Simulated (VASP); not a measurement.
# Fe (Im-3m) in VASP: single point with PBE

Aim: the single point of Fe with PBE.

Everything below comes from runs of VASP 6.6.1. Logs are shortened: lines on timing, memory, paths and dates and some standing lists are left out, and cuts for length are marked.

### 1 The cell of the first run

Symmetry: Im-3m, No. 229, cubic system. Conventional cell: a = 2.831 Å, b = 2.831 Å, c = 2.831 Å, α = 90.00°, β = 90.00°, γ = 90.00°. Within 3.2 Å of Fe (site symmetry m-3m) lie 14 Fe at 2.45 to 2.83 Å.

### 2 Single point, PBE, collinear spin, antiferromagnetic start

Input file INCAR:

```
SYSTEM = Fe
ALGO = Fast
EDIFF = 1E-6
ENCUT = 520
GGA = PE
ISIF = 2
ISMEAR = 0
ISPIN = 2
LASPH = .TRUE.
LCHARG = .TRUE.
LELF = .TRUE.
LMAXMIX = 4
LORBIT = 11
LREAL = .FALSE.
LVHAR = .TRUE.
LWAVE = .FALSE.
MAGMOM = 2.5 -2.5
NBANDS = 19
NELM = 150
PREC = Accurate
SIGMA = 0.05
```

Input file KPOINTS:

```
k-points
0
G
  14 14 10
  0 0 0
```

Input file POSCAR:

```
Fe
1.0
    1.4155932729     -1.4155932729      1.4155932729
   -1.4155932729      1.4155932729      1.4155932729
   -2.8311865458     -2.8311865458      0.0000000000
Fe
2
Direct
    0.0000000000      0.0000000000      0.0000000000
    0.5000000000      0.5000000000      0.5000000000
```

Potentials or basis: VASP PAW PBE potentials, release 64 (Fe).

Command:

```sh
$ cat potpaw_PBE.64/Fe/POTCAR > POTCAR
$ mpirun -np 1 vasp_std > vasp.out
```

OUTCAR:

```text
SYSTEM = Fe
   EDIFF = 1E-6
   ENCUT = 520
   GGA = PE
   ISIF = 2
   ISMEAR = 0
   ISPIN = 2
   LASPH = .TRUE.
   LORBIT = 11
   LREAL = .FALSE.
   NELM = 150
   PREC = Accurate

 ion  position               nearest neighbor table
   1  0.000  0.000  0.000-   2 2.45   2 2.45   2 2.45   2 2.45   2 2.83   2 2.83   2 2.83   2 2.83

   2  0.500  0.500  0.500-   1 2.45   1 2.45   1 2.45   1 2.45   1 2.83   1 2.83   1 2.83   1 2.83

  LATTYP: Found a base centered orthorhombic cell.
 ALAT       =     2.8311865458
 B/A-ratio  =     1.4142135624
 C/A-ratio  =     1.4142135624

  Lattice vectors:

 A1 = (   1.4155932729,  -1.4155932729,   1.4155932729)
 A2 = (  -1.4155932729,   1.4155932729,   1.4155932729)
 A3 = (  -2.8311865458,  -2.8311865458,   0.0000000000)

Analysis of symmetry for initial positions (statically):
=====================================================================
 Subroutine PRICEL returns following result:

  LATTYP: Found a body centered cubic cell.
 ALAT       =     2.8311865458

  Lattice vectors:

 A1 = (   1.4155932729,  -1.4155932729,  -1.4155932729)
 A2 = (   1.4155932729,   1.4155932729,   1.4155932729)
 A3 = (  -1.4155932729,  -1.4155932729,   1.4155932729)

   2 primitive cells build up your supercell.

 Routine SETGRP: Setting up the symmetry group for a
 base centered orthorhombic supercell.

 Subroutine GETGRP returns: Found  8 space group operations
 (whereof  8 operations were pure point group operations)
 out of a pool of  8 trial point group operations.

The static configuration has the point symmetry D_2h.

Analysis of symmetry for dynamics (positions and initial velocities):
=====================================================================
 Subroutine PRICEL returns following result:

  LATTYP: Found a body centered cubic cell.
 ALAT       =     2.8311865458

  Lattice vectors:

 A1 = (   1.4155932729,  -1.4155932729,  -1.4155932729)
 A2 = (   1.4155932729,   1.4155932729,   1.4155932729)
 A3 = (  -1.4155932729,  -1.4155932729,   1.4155932729)

   2 primitive cells build up your supercell.

 Routine SETGRP: Setting up the symmetry group for a
 base centered orthorhombic supercell.

 Subroutine GETGRP returns: Found  8 space group operations
 (whereof  8 operations were pure point group operations)
 out of a pool of  8 trial point group operations.

The dynamic configuration has the point symmetry D_2h.

Analysis of structural, dynamic, and magnetic symmetry:
=====================================================================
 Subroutine PRICEL returns following result:

  LATTYP: Found a body centered cubic cell.
 ALAT       =     2.8311865458

  Lattice vectors:

 A1 = (   1.4155932729,  -1.4155932729,  -1.4155932729)
 A2 = (   1.4155932729,   1.4155932729,   1.4155932729)
 A3 = (  -1.4155932729,  -1.4155932729,   1.4155932729)

   2 primitive cells build up your supercell.

 Routine SETGRP: Setting up the symmetry group for a
 base centered orthorhombic supercell.

 Subroutine GETGRP returns: Found  8 space group operations
 (whereof  8 operations were pure point group operations)
 out of a pool of  8 trial point group operations.

The overall configuration has the point symmetry D_2h.

 Subroutine INISYM returns: Found  8 space group operations
 (whereof  8 operations are pure point group operations),
 and found     2 'primitive' translations

----------------------------------------------------------------------------------------

                                     Primitive cell

  volume of cell :      11.3469

  direct lattice vectors                    reciprocal lattice vectors
     1.415593273 -1.415593273 -1.415593273     0.353208799 -0.353208799  0.000000000
     1.415593273  1.415593273  1.415593273     0.353208799 -0.000000000  0.353208799
    -1.415593273 -1.415593273  1.415593273     0.000000000 -0.353208799  0.353208799

  length of vectors
     2.451879472  2.451879472  2.451879472     0.499512674  0.499512674  0.499512674

  position of ions in fractional coordinates (direct lattice)
     0.000000000  0.000000000  0.000000000

  ion indices of the primitive-cell ions
   primitive index   ion index
                 1           1

----------------------------------------------------------------------------------------

 KPOINTS: k-points

Automatic generation of k-mesh.
 Grid dimensions read from file:
 generate k-points for:   14   14   10

 Generating k-lattice:

  Cartesian coordinates                     Fractional coordinates (reciprocal lattice)
     0.012614600 -0.012614600  0.025229200     0.071428571  0.000000000  0.000000000
    -0.012614600  0.012614600  0.025229200     0.000000000  0.071428571  0.000000000
    -0.017660440 -0.017660440  0.000000000     0.000000000  0.000000000  0.100000000

  Length of vectors
     0.030899333  0.030899333  0.024975634

  Shift w.r.t. Gamma in fractional coordinates (k-lattice)
     0.000000000  0.000000000  0.000000000

 Subroutine IBZKPT returns following result:
 ===========================================

 Found    342 irreducible k-points:

 Following reciprocal coordinates:
            Coordinates               Weight
  0.000000  0.000000  0.000000      1.000000
  0.071429  0.000000  0.000000      4.000000
  0.142857  0.000000  0.000000      4.000000
  0.214286  0.000000  0.000000      4.000000
  0.285714  0.000000  0.000000      4.000000
  0.357143  0.000000  0.000000      4.000000
[... 16 lines left out ...]
  0.214286  0.142857  0.000000      4.000000
  0.285714  0.142857  0.000000      4.000000
 [... further k-points ...]
   k-points           NKPTS =    342   k-points in BZ     NKDIM =    342   number of bands    NBANDS=     19
   number of dos      NEDOS =    301   number of ions     NIONS =      2
   total plane-waves  NPLWV =   9720
   dimension x,y,z NGX =    18 NGY =   18 NGZ =   30
   dimension x,y,z NGXF=    36 NGYF=   36 NGZF=   60
   ions per type =               2
   NGX,Y,Z   is equivalent  to a cutoff of  12.20, 12.20, 12.46 a.u.
   NGXF,Y,Z  is equivalent  to a cutoff of  24.41, 24.41, 24.91 a.u.
 SYSTEM =  Fe
   PREC   = accura    normal or accurate (medium, high low for compatibility)
   ISTART =      0    job   : 0-new  1-cont  2-samecut
   ICHARG =      2    charge: 1-file 2-atom 10-const
   ISPIN  =      2    spin polarized calculation?
   LNONCOLLINEAR =      F non collinear calculations
   LSORBIT =      F    spin-orbit coupling
   LASPH  =      T    aspherical Exc in radial PAW
   ENCUT  =  520.0 eV  38.22 Ry    6.18 a.u.   4.56  4.56  7.44*2*pi/ulx,y,z
   NELM   =    150;   NELMIN=  2; NELMDL= -5     # of ELM steps
   EDIFF  = 0.1E-05   stopping-criterion for ELM
   LREAL  =      F    real-space projection
[... 7 lines left out ...]
   TEBEG  =    0.0;   TEEND  =   0.0 temperature during run
   PSTRESS=    0.0 pullay stress
   NELECT =      16.0000    total number of electrons
   NUPDOWN=      -1.0000    fix difference up-down
   EMIN   =  10.00;   EMAX   =-10.00  energy-range for DOS
   EFERMI =   0.00;   METHOD = LEGACY
   ISMEAR =     0;   SIGMA  =   0.05  broadening in eV -4-tet -1-fermi 0-gaus
   EFERMI_NEDOS =   21; number of points for ismear=-14 and -15
   IALGO  =     68    algorithm
   IMIX   =      4    mixing-type and parameters
     AMIX     =   0.40;   BMIX     =  1.00
     AMIX_MAG =   1.60;   BMIX_MAG =  1.00
  volume/ion in A,a.u.               =      11.35        76.57
  Fermi-wavevector in a.u.,A,eV,Ry     =   1.457068  2.753458 28.885791  2.123046
  Thomas-Fermi vector in A             =   2.573912
   LORBIT       =     11    0 simple, 1 ext, 2 COOP (PROOUT), +10 PAW based schemes
   GGA     = PE    functional components
   LHFCALC =     F    Hartree Fock is set to
   AEXX    =    0.0000 exact exchange contribution
   IVDW    =     0    specifies the selected vdW correction
   LEPSILON=     F    determine dielectric tensor
   LRPA    =     F    only Hartree local field effects (RPA)
 spin polarized calculation
 RMM-DIIS sequential band-by-band and
 Gauss-broadening in eV      SIGMA  =   0.05
  energy-cutoff  :      520.00
  volume of cell :       22.69
 maximum number of plane-waves:       633
   NGX =  9   NGY =  9   NGZ = 15

 number of electron      15.9999990 magnetization      -0.0000000

 number of electron      15.9999990 magnetization       0.0000000

 Free energy of the ion-electron system (eV)
  ---------------------------------------------------
  ext. energy  EPLUGINS =         0.00000000
  ---------------------------------------------------
  free energy    TOTEN  =       -16.05328615 eV

  energy without entropy =      -16.04911900  energy(sigma->0) =      -16.05120257

 E-fermi :   6.0870     XC(G=0): -13.1391

 val. band max:        6.0805512825   @ k =   0.5000   0.3571   0.2000
 cond. band min:       6.0873169396   @ k =   0.0000   0.0000   0.1000
 fundamental gap:      0.0067656571
 Fermi energy:         6.0870099135

 spin component 1

 k-point     1 :       0.0000    0.0000    0.0000
  band No.  band energies     occupation
      1      -2.5258      1.00000
      2       1.3677      1.00000
      3       2.9598      1.00000
      4       4.0797      1.00000
      5       4.1967      1.00000
      6       4.7043      1.00000
[... 11 lines left out ...]
     18      30.7492      0.00000
     19      30.7770      0.00000

 k-point     2 :       0.0714    0.0000    0.0000
  band No.  band energies     occupation
      1      -2.3668      1.00000
      2       1.4719      1.00000
      3       2.9796      1.00000
      4       4.0299      1.00000
      5       4.2108      1.00000
      6       4.6555      1.00000
[... 11 lines left out ...]
     18      30.3965      0.00000
     19      30.8179      0.00000

 k-point     3 :       0.1429    0.0000    0.0000
  band No.  band energies     occupation
      1      -1.9005      1.00000
      2       1.7619      1.00000
      3       3.0165      1.00000
      4       3.8049      1.00000
      5       4.2237      1.00000
      6       4.4509      1.00000
[... 434 lines left out ...]
      1      -0.0903      1.00000
      2       2.6228      1.00000
      3       2.9509      1.00000
      4       3.2484      1.00000
      5       4.1115      1.00000
      6       4.6340      1.00000
[... 11 lines left out ...]
     18      27.0631      0.00000
     19      28.9748      0.00000

 k-point    24 :       0.2857    0.1429    0.0000
  band No.  band energies     occupation
      1       0.8190      1.00000
      2       2.6921      1.00000
      3       2.9312      1.00000
      4       3.2384      1.00000
      5       3.8866      1.00000
      6       4.5810      1.00000
[... 11 lines left out ...]
     18      26.8052      0.00000
     19      28.6013      0.00000

 [... further k-points ...]

 spin component 2

 k-point     1 :       0.0000    0.0000    0.0000
  band No.  band energies     occupation
      1      -2.5258      1.00000
      2       1.3677      1.00000
      3       2.9598      1.00000
      4       4.0797      1.00000
      5       4.1967      1.00000
      6       4.7043      1.00000
[... 11 lines left out ...]
     18      30.7492      0.00000
     19      30.7770      0.00000

 k-point     2 :       0.0714    0.0000    0.0000
  band No.  band energies     occupation
      1      -2.3668      1.00000
      2       1.4719      1.00000
      3       2.9796      1.00000
      4       4.0299      1.00000
      5       4.2108      1.00000
      6       4.6555      1.00000
[... 11 lines left out ...]
     18      30.3965      0.00000
     19      30.8179      0.00000

 k-point     3 :       0.1429    0.0000    0.0000
  band No.  band energies     occupation
      1      -1.9005      1.00000
      2       1.7619      1.00000
      3       3.0165      1.00000
      4       3.8049      1.00000
      5       4.2237      1.00000
      6       4.4509      1.00000
[... 434 lines left out ...]
      1      -0.0903      1.00000
      2       2.6228      1.00000
      3       2.9509      1.00000
      4       3.2484      1.00000
      5       4.1115      1.00000
      6       4.6340      1.00000
[... 11 lines left out ...]
     18      27.0631      0.00000
     19      28.9748      0.00000

 k-point    24 :       0.2857    0.1429    0.0000
  band No.  band energies     occupation
      1       0.8190      1.00000
      2       2.6921      1.00000
      3       2.9312      1.00000
      4       3.2384      1.00000
      5       3.8866      1.00000
      6       4.5810      1.00000
[... 11 lines left out ...]
     18      26.8052      0.00000
     19      28.6013      0.00000

 [... further k-points ...]
[... 5 lines left out ...]
  --------------------------------------------------------------------------------------
  -------------------------------------------------------------------------------------
  Total       -0.8017662     -0.8017662      0.4739004      0.9256418      0.0000000     -0.0000000
  in kB      -56.6047516    -56.6047516     33.4573992     65.3503748      0.0000000     -0.0000000
  external PRESSURE =     -26.5840347 kB  Pullay stress =       0.0000000 kB

 VOLUME and BASIS-vectors are now :
 -----------------------------------------------------------------------------
  energy-cutoff  :      520.00
  volume of cell :       22.69
      direct lattice vectors                 reciprocal lattice vectors
     1.415593273 -1.415593273  1.415593273     0.176604400 -0.176604400  0.353208799
    -1.415593273  1.415593273  1.415593273    -0.176604400  0.176604400  0.353208799
    -2.831186546 -2.831186546  0.000000000    -0.176604400 -0.176604400  0.000000000

 POSITION                                       TOTAL-FORCE (eV/Angst)
 -----------------------------------------------------------------------------------
      0.00000      0.00000      0.00000         0.000000      0.000000     -0.000000
     -1.41559     -1.41559      1.41559        -0.000000     -0.000000      0.000000
 -----------------------------------------------------------------------------------
    total drift:                                0.000000     -0.000000     -0.000000

  FREE ENERGIE OF THE ION-ELECTRON SYSTEM (eV)
  ---------------------------------------------------
  free  energy   TOTEN  =       -16.0532861524 eV

  energy  without entropy=      -16.0491189955  energy(sigma->0) =      -16.05120257

 total charge

# of ion       s       p       d       tot
------------------------------------------
    1        0.492   0.558   6.215   7.264
    2        0.492   0.558   6.215   7.264
--------------------------------------------------
tot          0.984   1.115  12.430  14.529

 magnetization (x)

# of ion       s       p       d       tot
------------------------------------------
    1        0.013   0.027   1.904   1.945
    2       -0.013  -0.027  -1.904  -1.945
--------------------------------------------------
tot          0.000   0.000   0.000   0.000
```

Wall time 11 min (1 thread of AMD EPYC 7R13, shared host); peak memory 0.27 GiB.

What came out:

| Item | Value |
| --- | --- |
| Free energy | -16.0533 eV |
| Pressure | -2.7 GPa |
| Band gap on the k mesh | zero (filled and empty bands overlap) |
| Net moment | 0.00 μB per cell |
| Site moments | Fe +1.95, -1.95 μB |
| Valence electrons inside the program's atomic spheres | Fe 7.26 |
